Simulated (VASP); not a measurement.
# Au (Fd-3m) in VASP: further runs

Au is run at these levels: PBE; tasks: relaxation of cell and atoms.

Everything below comes from runs of VASP 6.6.1. Logs are shortened: lines on timing, memory, paths and dates and some standing lists are left out, and cuts for length are marked.

## (1) The cell of the first run

It takes space group Fd-3m (No. 227, cubic). Conventional cell: a = 5.641 Å, b = 5.641 Å, c = 5.641 Å, α = 90.00°, β = 90.00°, γ = 90.00°. Au (site symmetry -43m) has 4 Au at 2.44 Å within 3.2 Å.

This isn't the form of Au at room conditions, which is fcc.

## (2) Relaxation of cell and atoms, PBE

Input file INCAR:

```
SYSTEM = Au
PREC     = Accurate       ! precision mode
ENCUT    = 600            ! plane-wave cutoff, eV
EDIFF    = 1E-7           ! SCF threshold, eV
ISMEAR   = -1             ! smearing method
SIGMA    = 0.05           ! smearing width, eV
LREAL    = .FALSE.        ! projectors in reciprocal space
LASPH    = .TRUE.         ! aspherical terms in the spheres
NELM     = 80             ! most SCF steps
ALGO     = Normal         ! electronic algorithm
ISIF     = 3              ! what is computed and relaxed
LWAVE    = .FALSE.        ! write WAVECAR
LCHARG   = .FALSE.        ! write CHGCAR
GGA      = PE             ! functional
IBRION   = 2              ! ionic algorithm
NSW      = 60             ! ionic steps
EDIFFG   = -0.005         ! ionic threshold
```

Input file KPOINTS:

```
Automatic mesh
0
G
  13 13 13
  0 0 0
```

Input file POSCAR:

```
Au
1.0
    0.0000000000      2.8206487953      2.8206487953
    2.8206487953      0.0000000000      2.8206487953
    2.8206487953      2.8206487953      0.0000000000
Au
2
Direct
   -0.1250000000     -0.1250000000     -0.1250000000
    0.1250000000      0.1250000000      0.1250000000
```

Potentials or basis: VASP PAW PBE potentials, release 64 (Au).

Run with:

```bash
$ cat potpaw_PBE.64/Au/POTCAR > POTCAR
$ mpirun -np 1 vasp_std > vasp.out
```

OUTCAR:

```text
SYSTEM = Au
   PREC = Accurate
   ENCUT = 600
   EDIFF = 1E-7
   ISMEAR = -1
   LREAL = .FALSE.
   LASPH = .TRUE.
   NELM = 80
   ISIF = 3
   GGA = PE
   IBRION = 2
   NSW = 60
   EDIFFG = -0.005

 ion  position               nearest neighbor table
   1  0.875  0.875  0.875-   2 2.44   2 2.44   2 2.44   2 2.44
   2  0.125  0.125  0.125-   1 2.44   1 2.44   1 2.44   1 2.44

  LATTYP: Found a face centered cubic cell.
 ALAT       =     5.6412975906

  Lattice vectors:

 A1 = (   0.0000000000,   2.8206487953,   2.8206487953)
 A2 = (   2.8206487953,   0.0000000000,   2.8206487953)
 A3 = (   2.8206487953,   2.8206487953,   0.0000000000)

Analysis of symmetry for initial positions (statically):
=====================================================================
 Subroutine PRICEL returns:
 Original cell was already a primitive cell.

 Routine SETGRP: Setting up the symmetry group for a
 face centered cubic supercell.

 Subroutine GETGRP returns: Found 48 space group operations
 (whereof 12 operations were pure point group operations)
 out of a pool of 48 trial point group operations.

The static configuration has the point symmetry D_3d.
 The point group associated with its full space group is O_h .

Analysis of symmetry for dynamics (positions and initial velocities):
=====================================================================
 Subroutine PRICEL returns:
 Original cell was already a primitive cell.

 Routine SETGRP: Setting up the symmetry group for a
 face centered cubic supercell.

 Subroutine GETGRP returns: Found 48 space group operations
 (whereof 12 operations were pure point group operations)
 out of a pool of 48 trial point group operations.

The dynamic configuration has the point symmetry D_3d.
 The point group associated with its full space group is O_h .

 Subroutine INISYM returns: Found 48 space group operations
 (whereof 12 operations are pure point group operations),
 and found     1 'primitive' translations

----------------------------------------------------------------------------------------

                                     Primitive cell

  volume of cell :      44.8825

  direct lattice vectors                    reciprocal lattice vectors
     0.000000000  2.820648795  2.820648795    -0.177264182  0.177264182  0.177264182
     2.820648795  0.000000000  2.820648795     0.177264182 -0.177264182  0.177264182
     2.820648795  2.820648795  0.000000000     0.177264182  0.177264182 -0.177264182

  length of vectors
     3.988999781  3.988999781  3.988999781     0.307030569  0.307030569  0.307030569

  position of ions in fractional coordinates (direct lattice)
     0.875000000  0.875000000  0.875000000
     0.125000000  0.125000000  0.125000000
[... 86 lines left out ...]
   TEBEG  =    0.0;   TEEND  =   0.0 temperature during run
   PSTRESS=    0.0 pullay stress
   NELECT =      22.0000    total number of electrons
   NUPDOWN=      -1.0000    fix difference up-down
   EMIN   =  10.00;   EMAX   =-10.00  energy-range for DOS
   EFERMI =   0.00;   METHOD = LEGACY
   ISMEAR =    -1;   SIGMA  =   0.05  broadening in eV -4-tet -1-fermi 0-gaus
   EFERMI_NEDOS =   21; number of points for ismear=-14 and -15
   IALGO  =     38    algorithm
   IMIX   =      4    mixing-type and parameters
     AMIX     =   0.40;   BMIX     =  1.00
     AMIX_MAG =   1.60;   BMIX_MAG =  1.00
  volume/ion in A,a.u.               =      22.44       151.44
  Fermi-wavevector in a.u.,A,eV,Ry     =   1.290793  2.439246 22.669312  1.666147
  Thomas-Fermi vector in A             =   2.422603
   LORBIT       =      0    0 simple, 1 ext, 2 COOP (PROOUT), +10 PAW based schemes
   GGA     = PE    functional components
   LHFCALC =     F    Hartree Fock is set to
   AEXX    =    0.0000 exact exchange contribution
   IVDW    =     0    specifies the selected vdW correction
   LEPSILON=     F    determine dielectric tensor
   LRPA    =     F    only Hartree local field effects (RPA)
 conjugate gradient relaxation of ions
 non-spin polarized calculation
  energy-cutoff  :      600.00
  volume of cell :       44.88
 maximum number of plane-waves:      1516
   NGX = 15   NGY = 15   NGZ = 15

--------------------------------------- Ionic step        1  -------------------------------------------

 number of electron      21.9999997 magnetization

 Free energy of the ion-electron system (eV)
  ---------------------------------------------------
  ext. energy  EPLUGINS =         0.00000000
  ---------------------------------------------------
  free energy    TOTEN  =        -4.07498079 eV

  energy without entropy =       -4.06667540  energy(sigma->0) =       -4.07082809

 E-fermi :   5.6622     XC(G=0): -10.7271

 val. band max:        5.6546645993   @ k =   0.4615   0.4615   0.0000
 cond. band min:       5.7089850804   @ k =  -0.3077   0.4615   0.2308
 fundamental gap:      0.0543204811
 Fermi energy:         5.6622493564

 k-point     1 :       0.0000    0.0000    0.0000
  band No.  band energies     occupation
      1      -2.0746      2.00000
      2       0.1317      2.00000
      3       0.1317      2.00000
      4       0.2574      2.00000
      5       0.2574      2.00000
      6       0.2574      2.00000
      7       2.7785      2.00000
      8       2.7785      2.00000
      9       2.7785      2.00000
     10       4.4210      2.00000
     11       4.4210      2.00000
     12      16.0828      0.00000
     13      16.2439      0.00000
     14      17.1385      0.00000
[... 516 lines left out ...]
  FREE ENERGIE OF THE ION-ELECTRON SYSTEM (eV)
  ---------------------------------------------------
  free  energy   TOTEN  =        -5.0138395349 eV

  energy  without entropy=       -5.0079725898  energy(sigma->0) =       -5.01090606

[... ionic steps 4 to 19 ...]

--------------------------------------- Ionic step       20  -------------------------------------------

 number of electron      21.9999996 magnetization

------------------------ aborting loop because EDIFF is reached ----------------------------------------
[... 67 lines left out ...]
--------------------------------------- Ionic step       22  -------------------------------------------

 number of electron      21.9999996 magnetization

 Free energy of the ion-electron system (eV)
  ---------------------------------------------------
  ext. energy  EPLUGINS =         0.00000000
  ---------------------------------------------------
  free energy    TOTEN  =        -5.01468546 eV

  energy without entropy =       -5.00871400  energy(sigma->0) =       -5.01169973

 E-fermi :   2.7882     XC(G=0):  -9.3041

 val. band max:        2.7840716583   @ k =  -0.3846   0.2308   0.0769
 cond. band min:       2.8417848735   @ k =  -0.3846   0.3846   0.0000
 fundamental gap:      0.0577132152
 Fermi energy:         2.7881731946

 k-point     1 :       0.0000    0.0000    0.0000
  band No.  band energies     occupation
      1      -3.0994      2.00000
      2      -1.2284      2.00000
      3      -1.2284      2.00000
      4      -1.2284      2.00000
      5      -1.2247      2.00000
      6      -1.2247      2.00000
      7       0.5490      2.00000
      8       0.5490      2.00000
      9       0.5490      2.00000
     10       1.5139      2.00000
     11       1.5139      2.00000
     12      11.2385      0.00000
     13      12.2455      0.00000
     14      12.2455      0.00000
[... 444 lines left out ...]
  FREE ENERGIE OF THE ION-ELECTRON SYSTEM (eV)
  ---------------------------------------------------
  free  energy   TOTEN  =        -5.0146854615 eV

  energy  without entropy=       -5.0087140010  energy(sigma->0) =       -5.01169973

 reached required accuracy - stopping structural energy minimisation
```

OSZICAR:

```text
N       E                     dE             d eps       ncg     rms          rms(c)
DAV:   1     0.127058959190E+03    0.12706E+03   -0.12289E+04  2520   0.153E+03
DAV:   2    -0.258329466815E+01   -0.12964E+03   -0.12499E+03  2863   0.284E+02
DAV:   3    -0.456327096462E+01   -0.19800E+01   -0.19737E+01  2912   0.377E+01
DAV:   4    -0.457541533288E+01   -0.12144E-01   -0.12144E-01  2912   0.301E+00
[... 126 lines left out ...]
DAV:   1    -0.501477488912E+01   -0.91899E-04   -0.14935E-03  2744   0.368E-01    0.617E-02
DAV:   2    -0.501468777138E+01    0.87118E-04   -0.32032E-04  2744   0.150E-01    0.218E-02
DAV:   3    -0.501468641209E+01    0.13593E-05   -0.56175E-06  2695   0.181E-02    0.164E-02
DAV:   4    -0.501468547142E+01    0.94066E-06   -0.84084E-07  2821   0.650E-03    0.683E-04
DAV:   5    -0.501468546146E+01    0.99662E-08   -0.92159E-08  1617   0.251E-03
  22 F= -.50146855E+01 E0= -.50116997E+01  d E =-.103061E-04
```

CONTCAR:

```text
Au
   1.00000000000000
     0.0000000000000000    3.0794207983596653    3.0794207983596653
     3.0794207983596653   -0.0000000000000000    3.0794207983596653
     3.0794207983596653    3.0794207983596653    0.0000000000000000
  Au
     2
Direct
     0.8750000000000000    0.8750000000000000    0.8750000000000000
     0.1250000000000000    0.1250000000000000    0.1250000000000000

  0.00000000E+00  0.00000000E+00  0.00000000E+00
  0.00000000E+00  0.00000000E+00  0.00000000E+00
```

Run time: 6.3 min. Hardware: 1 thread of Intel Xeon Platinum 8259CL at 2.50GHz (Skylake/Cascade Lake), shared host; peak memory 0.22 GiB.

What came out:

```yaml
Free_energy: -5.0147 eV
Relaxed_volume: 29.20 Å³/atom
Relaxed_cell: a = 4.355 Å, b = 4.355 Å, c = 4.355 Å, α = 60.00°, β = 60.00°, γ = 60.00°
Space_group_after_relaxing_to_0.1_Å: Fd-3m (No. 227)
Energy_gained_by_relaxing: 469.9 meV/atom
Ionic_steps: 22
Pressure_after_relaxing: 0.0 GPa
Band_gap_on_the_k_mesh: zero (bands 11 and 12 overlap by 0.55 eV)
```

Step by step:
| step | energy change (eV) | largest force (eV/Å) | pressure (GPa) | volume (Å³) |
| --- | --- | --- | --- | --- |
| 1 | 0.0000 | 0.0000 | 29.73 | 44.88 |
| 2 | -0.3962 | 0.0000 | -6.50 | 77.72 |
| 3 | -0.9389 | 0.0000 | -0.48 | 58.96 |
| 4 | -0.9395 | 0.0000 | -0.21 | 58.64 |
| 5 | -0.9397 | 0.0000 | 0.06 | 58.34 |
| 6 | -0.9397 | 0.0000 | 0.06 | 58.34 |
| 7 | -0.9397 | 0.0000 | 0.06 | 58.34 |
| 8 | -0.9397 | 0.0000 | 0.06 | 58.34 |
| 9 | -0.9397 | 0.0000 | 0.06 | 58.34 |
| 10 | -0.9397 | 0.0000 | 0.06 | 58.34 |
| 11 | -0.9397 | 0.0000 | 0.06 | 58.34 |
| 12 | -0.9397 | 0.0000 | 0.06 | 58.34 |
| 13 | -0.9397 | 0.0000 | 0.06 | 58.34 |
| 14 | -0.9397 | 0.0000 | 0.06 | 58.34 |
| 15 | -0.9397 | 0.0000 | 0.06 | 58.34 |
| 16 | -0.9397 | 0.0000 | 0.06 | 58.34 |
| 17 | -0.9397 | 0.0000 | 0.06 | 58.34 |
| 18 | -0.9397 | 0.0000 | 0.05 | 58.35 |
| 19 | -0.9397 | 0.0000 | 0.05 | 58.35 |
| 20 | -0.9397 | 0.0000 | 0.04 | 58.36 |
| 21 | -0.9397 | 0.0000 | 0.03 | 58.37 |
| 22 | -0.9397 | 0.0000 | 0.00 | 58.40 |

Final structure:
```
CELL_PARAMETERS angstrom
0.00000 3.07942 3.07942
3.07942 0.00000 3.07942
3.07942 3.07942 0.00000
ATOMIC_POSITIONS crystal
Au 0.87500 0.87500 0.87500
Au 0.12500 0.12500 0.12500
```

Levels at points of the mesh, in eV from the Fermi level:
```
           k point  band 7  band 8  band 9  band 10  band 11  band 12  band 13  band 14  band 15
(0.00, 0.00, 0.00)   -2.24   -2.24   -2.24    -1.27    -1.27     8.45     9.46     9.46     9.46
```

Caveat: the volume moved by over 15 % at a fixed basis, so the end points are rough; spin-orbit coupling is left out, which moves the levels of the heavy elements.

## (3) Relaxation of cell and atoms, PBE

This run uses another cell than the first one, of 29.24 Å³/atom.

Input file INCAR:

```
  PREC = Accurate
  ENCUT = 600
  EDIFF = 1E-7
  ISMEAR = -1
  SIGMA = 0.05
  LREAL = F
  LASPH = T
  NELM = 100
  ALGO = Normal
  ISIF = 3
  LWAVE = F
  LCHARG = F
  GGA = PE
  IBRION = 2
  NSW = 45
  EDIFFG = -0.005
```

Input file KPOINTS:

```
Automatic mesh
0
Gamma
  13 13 13
```

Input file POSCAR:

```
Au
1.0
    0.0000000000      3.0806280692      3.0806280692
    3.0806280692      0.0000000000      3.0806280692
    3.0806280692      3.0806280692      0.0000000000
Au
2
Direct
   -0.1250000000     -0.1250000000     -0.1250000000
    0.1250000000      0.1250000000      0.1250000000
```

Potentials or basis: VASP PAW PBE potentials, release 64 (Au).

Run with:

```bash
$ cat potpaw_PBE.64/Au/POTCAR > POTCAR
$ mpirun -np 1 vasp_std > vasp.out
```

Run time: 68 s. Hardware: 1 thread of Intel Xeon Platinum 8259CL at 2.50GHz (Skylake/Cascade Lake), shared host; peak memory 0.25 GiB.

The run converged. Its results:

```yaml
Free_energy: -5.0204 eV
Pressure_after_relaxing: 0.0 GPa
Band_gap_on_the_k_mesh: zero (bands 11 and 12 overlap by 0.55 eV)
```

Final structure:
```
CELL_PARAMETERS angstrom
0.00000 3.08063 3.08063
3.08063 0.00000 3.08063
3.08063 3.08063 0.00000
ATOMIC_POSITIONS crystal
Au 0.87500 0.87500 0.87500
Au 0.12500 0.12500 0.12500
```

Levels at points of the mesh, in eV from the Fermi level:
```csv
k point,band 9,band 10,band 11,band 12,band 13,band 14
"(0.00, 0.00, 0.00)",-2.24,-1.27,-1.27,8.44,9.45,9.45
```

Caveat: the relaxation stopped at its first step, so nothing moved; spin-orbit coupling is left out, which moves the levels of the heavy elements.

The gap in the log of VASP goes by the Fermi energy; the results here count the filled bands.